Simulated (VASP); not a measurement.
# Sb in VASP: further runs

Sb is run at these levels: PBE; tasks: single point.

Everything below comes from runs of VASP 6.6.1. Logs are shortened: lines on timing, memory, paths and dates and some standing lists are left out, and cuts for length are marked.

## Step 1: The cell of the first run

It takes space group P3_221 (No. 154, trigonal). Conventional cell: a = 4.362 Å, b = 4.362 Å, c = 5.489 Å, α = 90.00°, β = 90.00°, γ = 120.00°. Within 4.1 Å of Sb (site symmetry 2) lie 6 Sb at 3.11 to 3.12 Å.

## Step 2: Single point, PBE

Contents of INCAR:

```
SYSTEM = Sb
ALGO = Normal ; EDIFF = 1E-6
ENCUT = 520 ; GGA = PE
ISIF = 2 ; ISMEAR = 0
LASPH = .True. ; LCHARG = .True.
LELF = .True. ; LREAL = .False.
LVHAR = .True. ; LWAVE = .False.
NBANDS = 14 ; NELM = 100
PREC = Accurate ; SIGMA = 0.1
```

Contents of KPOINTS:

```
k-points
0
Gamma
  6 6 4
  0 0 0
```

Contents of POSCAR:

```
Sb
1.0
    4.3615459223      0.0000000029      0.0000000000
   -2.1807729637      3.7772095670      0.0000000000
    0.0000000000      0.0000000000      5.4891249711
Sb
3
Direct
    0.3346612468      0.0000000000      0.1666666667
    0.0000000000      0.3346612468      0.8333333333
    0.6653387532      0.6653387532      0.5000000000
```

Potentials or basis: VASP PAW PBE potentials, release 64 (Sb).

Started as:

```bash
$ cat potpaw_PBE.64/Sb/POTCAR > POTCAR
$ mpirun -np 1 vasp_std > vasp.out
```

OUTCAR:

```text
SYSTEM = Sb
   EDIFF = 1E-6
   ENCUT = 520
   GGA = PE
   ISIF = 2
   ISMEAR = 0
   LASPH = .True.
   LREAL = .False.
   NELM = 100
   PREC = Accurate

 ion  position               nearest neighbor table
   1  0.335  0.000  0.167-   3 3.11   3 3.11   2 3.11   2 3.11   3 3.12   2 3.12
   2  0.000  0.335  0.833-   3 3.11   3 3.11   1 3.11   1 3.11   3 3.12   1 3.12
   3  0.665  0.665  0.500-   1 3.11   2 3.11   1 3.11   2 3.11   2 3.12   1 3.12

  LATTYP: Found a hexagonal cell.
 ALAT       =     4.3615459223
 C/A-ratio  =     1.2585273820

  Lattice vectors:

 A1 = (   4.3615459223,   0.0000000029,   0.0000000000)
 A2 = (  -2.1807729637,   3.7772095670,   0.0000000000)
 A3 = (   0.0000000000,   0.0000000000,   5.4891249711)

Analysis of symmetry for initial positions (statically):
=====================================================================
 Subroutine PRICEL returns:
 Original cell was already a primitive cell.

 Routine SETGRP: Setting up the symmetry group for a
 hexagonal supercell.

 Subroutine GETGRP returns: Found  6 space group operations
 (whereof  2 operations were pure point group operations)
 out of a pool of 24 trial point group operations.

The static configuration has the point symmetry C_2 .
 The point group associated with its full space group is D_3 .

Analysis of symmetry for dynamics (positions and initial velocities):
=====================================================================
 Subroutine PRICEL returns:
 Original cell was already a primitive cell.

 Routine SETGRP: Setting up the symmetry group for a
 hexagonal supercell.

 Subroutine GETGRP returns: Found  6 space group operations
 (whereof  2 operations were pure point group operations)
 out of a pool of 24 trial point group operations.

The dynamic configuration has the point symmetry C_2 .
 The point group associated with its full space group is D_3 .

 Subroutine INISYM returns: Found  6 space group operations
 (whereof  2 operations are pure point group operations),
 and found     1 'primitive' translations

----------------------------------------------------------------------------------------

                                     Primitive cell

  volume of cell :      90.4304

  direct lattice vectors                    reciprocal lattice vectors
     4.361545922  0.000000003  0.000000000     0.229276504  0.132372851  0.000000000
    -2.180772964  3.777209567  0.000000000    -0.000000000  0.264745702  0.000000000
     0.000000000  0.000000000  5.489124971     0.000000000  0.000000000  0.182178399

  length of vectors
     4.361545922  4.361545922  5.489124971     0.264745702  0.264745702  0.182178399

  position of ions in fractional coordinates (direct lattice)
     0.334661247  0.000000000  0.166666667
     0.000000000  0.334661247  0.833333333
     0.665338753  0.665338753  0.500000000

  ion indices of the primitive-cell ions
   primitive index   ion index
                 1           1
                 2           2
                 3           3

----------------------------------------------------------------------------------------

 KPOINTS: k-points

Automatic generation of k-mesh.
 Grid dimensions read from file:
 generate k-points for:    6    6    4

 Generating k-lattice:

  Cartesian coordinates                     Fractional coordinates (reciprocal lattice)
     0.038212751  0.022062142  0.000000000     0.166666667 -0.000000000  0.000000000
    -0.000000000  0.044124284  0.000000000     0.000000000  0.166666667  0.000000000
     0.000000000  0.000000000  0.045544600     0.000000000  0.000000000  0.250000000

  Length of vectors
     0.044124284  0.044124284  0.045544600

  Shift w.r.t. Gamma in fractional coordinates (k-lattice)
     0.000000000  0.000000000  0.000000000

 Subroutine IBZKPT returns following result:
 ===========================================

 Found     24 irreducible k-points:

 Following reciprocal coordinates:
            Coordinates               Weight
  0.000000  0.000000  0.000000      1.000000
  0.166667  0.000000  0.000000      6.000000
  0.333333  0.000000  0.000000      6.000000
  0.500000  0.000000  0.000000      3.000000
  0.166667  0.166667  0.000000      6.000000
  0.333333  0.166667  0.000000     12.000000
[... 16 lines left out ...]
  0.333333  0.166667  0.500000     12.000000
  0.333333  0.333333  0.500000      2.000000
   k-points           NKPTS =     24   k-points in BZ     NKDIM =     24   number of bands    NBANDS=     14
   number of dos      NEDOS =    301   number of ions     NIONS =      3
   total plane-waves  NPLWV =  43008
   dimension x,y,z NGX =    32 NGY =   32 NGZ =   42
   dimension x,y,z NGXF=    64 NGYF=   64 NGZF=   84
   ions per type =               3
   NGX,Y,Z   is equivalent  to a cutoff of  12.20, 12.20, 12.72 a.u.
   NGXF,Y,Z  is equivalent  to a cutoff of  24.39, 24.39, 25.44 a.u.
 SYSTEM =  Sb
   PREC   = accura    normal or accurate (medium, high low for compatibility)
   ISTART =      0    job   : 0-new  1-cont  2-samecut
   ICHARG =      2    charge: 1-file 2-atom 10-const
   ISPIN  =      1    spin polarized calculation?
   LNONCOLLINEAR =      F non collinear calculations
   LSORBIT =      F    spin-orbit coupling
   LASPH  =      T    aspherical Exc in radial PAW
   ENCUT  =  520.0 eV  38.22 Ry    6.18 a.u.   8.11  8.11 10.21*2*pi/ulx,y,z
   NELM   =    100;   NELMIN=  2; NELMDL= -5     # of ELM steps
   EDIFF  = 0.1E-05   stopping-criterion for ELM
   LREAL  =      F    real-space projection
   EDIFFG = 0.1E-04   stopping-criterion for IOM
   NSW    =      0    number of steps for IOM
   IBRION =     -1    ionic relax: 0-MD 1-quasi-New 2-CG
   NFREE  =      0    steps in history (QN), initial steepest desc. (CG)
   ISIF   =      2    stress and relaxation
   ISYM   =      2    0-nonsym 1-usesym 2-fastsym
   POTIM  = 0.5000    time-step for ionic-motion
   TEBEG  =    0.0;   TEEND  =   0.0 temperature during run
   PSTRESS=    0.0 pullay stress
   NELECT =      15.0000    total number of electrons
   NUPDOWN=      -1.0000    fix difference up-down
   EMIN   =  10.00;   EMAX   =-10.00  energy-range for DOS
   EFERMI =   0.00;   METHOD = LEGACY
   ISMEAR =     0;   SIGMA  =   0.10  broadening in eV -4-tet -1-fermi 0-gaus
   EFERMI_NEDOS =   21; number of points for ismear=-14 and -15
   IALGO  =     38    algorithm
   IMIX   =      4    mixing-type and parameters
     AMIX     =   0.40;   BMIX     =  1.00
     AMIX_MAG =   1.60;   BMIX_MAG =  1.00
  volume/ion in A,a.u.               =      30.14       203.42
  Fermi-wavevector in a.u.,A,eV,Ry     =   0.899498  1.699805 11.008437  0.809097
  Thomas-Fermi vector in A             =   2.022340
   LORBIT       =      0    0 simple, 1 ext, 2 COOP (PROOUT), +10 PAW based schemes
   GGA     = PE    functional components
   LHFCALC =     F    Hartree Fock is set to
   AEXX    =    0.0000 exact exchange contribution
   IVDW    =     0    specifies the selected vdW correction
   LEPSILON=     F    determine dielectric tensor
   LRPA    =     F    only Hartree local field effects (RPA)
 non-spin polarized calculation
 Gauss-broadening in eV      SIGMA  =   0.10
  energy-cutoff  :      520.00
  volume of cell :       90.43
 maximum number of plane-waves:      2449
   NGX = 17   NGY = 17   NGZ = 21

 number of electron      15.0000000 magnetization

 Free energy of the ion-electron system (eV)
  ---------------------------------------------------
  ext. energy  EPLUGINS =         0.00000000
  ---------------------------------------------------
  free energy    TOTEN  =       -12.23034254 eV

  energy without entropy =      -12.21725075  energy(sigma->0) =      -12.22379664

 E-fermi :   7.0193     XC(G=0):  -9.5793

 val. band max:        6.9887333012   @ k =   0.3333   0.3333   0.2500
 cond. band min:       7.0524992586   @ k =   0.3333   0.1667   0.5000
 fundamental gap:      0.0637659574
 Fermi energy:         7.0193484459

 k-point     1 :       0.0000    0.0000    0.0000
  band No.  band energies     occupation
      1      -5.3006      2.00000
      2      -0.9176      2.00000
      3      -0.9176      2.00000
      4       5.8724      2.00000
      5       5.9022      2.00000
      6       5.9022      2.00000
      7       5.9323      2.00000
      8       6.7708      1.99956
      9       6.7708      1.99956
     10      10.2071      0.00000
     11      10.2071      0.00000
     12      10.3327      0.00000
     13      13.0682      0.00000
     14      13.0682      0.00000

 k-point     2 :       0.1667    0.0000    0.0000
  band No.  band energies     occupation
      1      -5.0314      2.00000
      2      -0.9514      2.00000
      3      -0.8249      2.00000
      4       3.7286      2.00000
      5       4.7007      2.00000
      6       4.9366      2.00000
      7       7.1905      0.01552
      8       8.0490      0.00000
      9       8.4412      0.00000
     10       9.4078      0.00000
     11       9.7568      0.00000
     12       9.9317      0.00000
     13      11.2948      0.00000
     14      12.4896      0.00000

 k-point     3 :       0.3333    0.0000    0.0000
  band No.  band energies     occupation
      1      -4.2402      2.00000
      2      -1.6380      2.00000
      3      -0.5635      2.00000
      4       2.9686      2.00000
      5       3.8534      2.00000
      6       3.8994      2.00000
      7       5.9508      2.00000
      8       8.0685      0.00000
      9       8.8637      0.00000
     10       9.0572      0.00000
     11       9.3822      0.00000
     12       9.7665      0.00000
     13      12.5526      0.00000
     14      13.3980      0.00000
[... 324 lines left out ...]
 k-point    23 :       0.3333    0.1667    0.5000
  band No.  band energies     occupation
      1      -2.8359      2.00000
      2      -2.5240      2.00000
      3      -1.2450      2.00000
      4       1.9647      2.00000
      5       3.2453      2.00000
      6       3.3859      2.00000
      7       7.0525      0.63920
      8       7.6716      0.00000
      9       8.7176      0.00000
     10      10.4764      0.00000
     11      10.6444      0.00000
     12      11.6882      0.00000
     13      12.2914      0.00000
     14      13.4594      0.00000

 k-point    24 :       0.3333    0.3333    0.5000
  band No.  band energies     occupation
      1      -2.1232      2.00000
      2      -2.0935      2.00000
      3      -2.0935      2.00000
      4       2.2501      2.00000
      5       2.2580      2.00000
      6       2.2580      2.00000
      7       9.1916      0.00000
      8       9.1916      0.00000
      9       9.2288      0.00000
     10       9.8364      0.00000
     11       9.8406      0.00000
     12       9.8406      0.00000
     13      13.9336      0.00000
     14      13.9343      0.00000

------------------------ aborting loop because EDIFF is reached ----------------------------------------

  FORCE on cell =-STRESS in cart. coord.  units (eV):
  Direction    XX          YY          ZZ          XY          YZ          ZX
  --------------------------------------------------------------------------------------
  -------------------------------------------------------------------------------------
  Total       -0.0688668     -0.0688668     -0.1628588      0.0000000     -0.0000000     -0.0000000
  in kB       -1.2201289     -1.2201289     -2.8854078      0.0000000     -0.0000000     -0.0000000
  external PRESSURE =      -1.7752219 kB  Pullay stress =       0.0000000 kB

 VOLUME and BASIS-vectors are now :
 -----------------------------------------------------------------------------
  energy-cutoff  :      520.00
  volume of cell :       90.43
      direct lattice vectors                 reciprocal lattice vectors
     4.361545922  0.000000003  0.000000000     0.229276504  0.132372851  0.000000000
    -2.180772964  3.777209567  0.000000000    -0.000000000  0.264745702  0.000000000
     0.000000000  0.000000000  5.489124971     0.000000000  0.000000000  0.182178399

 POSITION                                       TOTAL-FORCE (eV/Angst)
 -----------------------------------------------------------------------------------
      1.45964      0.00000      0.91485        -0.027522     -0.000000      0.000000
     -0.72982      1.26409      4.57427         0.013761     -0.023835     -0.000000
      1.45095      2.51312      2.74456         0.013761      0.023835     -0.000000
 -----------------------------------------------------------------------------------
    total drift:                               -0.000000      0.000000      0.000000

  FREE ENERGIE OF THE ION-ELECTRON SYSTEM (eV)
  ---------------------------------------------------
  free  energy   TOTEN  =       -12.2303425375 eV

  energy  without entropy=      -12.2172507514  energy(sigma->0) =      -12.22379664
```

Wall time 14 s (1 thread of AMD EPYC 9R45 (Zen 5), shared host); peak memory 0.17 GiB.

What came out:

```yaml
Free_energy: -12.2303 eV
Pressure: -0.2 GPa
Largest_force: 0.028 eV/Å
```

Forces on the atoms (eV/Å):
```
Sb  -0.028  0.000  0.000
Sb   0.014 -0.024  0.000
Sb   0.014  0.024  0.000
```

Caveat: spin-orbit coupling is left out, which moves the levels of the heavy elements.

## Step 3: Single point, PBE (volume scaled by 0.97, then relaxed in part)

Contents of INCAR:

```
SYSTEM = Sb
ALGO = Normal ; EDIFF = 1E-6
ENCUT = 520 ; GGA = PE
ISIF = 2 ; ISMEAR = 0
LASPH = .TRUE. ; LCHARG = .TRUE.
LELF = .TRUE. ; LREAL = .FALSE.
LVHAR = .TRUE. ; LWAVE = .FALSE.
NBANDS = 8 ; NELM = 80
PREC = Accurate ; SIGMA = 0.1
```

Contents of KPOINTS:

```
k-points
0
G
  18 18 18
  0 0 0
```

Contents of POSCAR:

```
Sb
1.0
    2.1772164990      1.2570165318      1.7762159147
   -2.1772164990      1.2570165318      1.7762159147
    0.0000000000     -2.5140330636      1.7762159147
Sb
1
Direct
    0.5000000000      0.5000000000      0.5000000000
```

Potentials or basis: VASP PAW PBE potentials, release 64 (Sb).

Started as:

```bash
$ cat potpaw_PBE.64/Sb/POTCAR > POTCAR
$ mpirun -np 1 vasp_std > vasp.out
```

Wall time 41 s (1 thread of AMD EPYC 9R45 (Zen 5), shared host); peak memory 0.22 GiB.

The run converged. Its results:

```
Free energy : -4.0891 eV
Pressure    : 1.8 GPa
```

Levels at points of the mesh, in eV from the Fermi level:
| k point | band 1 | band 2 | band 3 | band 4 | band 5 | band 6 |
| --- | --- | --- | --- | --- | --- | --- |
| (0.00, 0.00, 0.00) | -12.59 | 3.29 | 3.30 | 3.30 | 6.91 | 6.91 |
| (0.50, 0.00, 0.00) | -10.09 | -5.76 | 5.38 | 5.38 | 9.03 | 10.63 |
| (0.50, 0.50, 0.00) | -7.42 | -3.67 | -3.66 | 2.07 | 7.51 | 12.99 |
| (0.50, 0.50, 0.50) | -4.42 | -1.70 | -1.70 | -1.69 | 4.77 | 4.77 |

Caveat: spin-orbit coupling is left out, which moves the levels of the heavy elements.

(Part 1 of 2 ends here.)
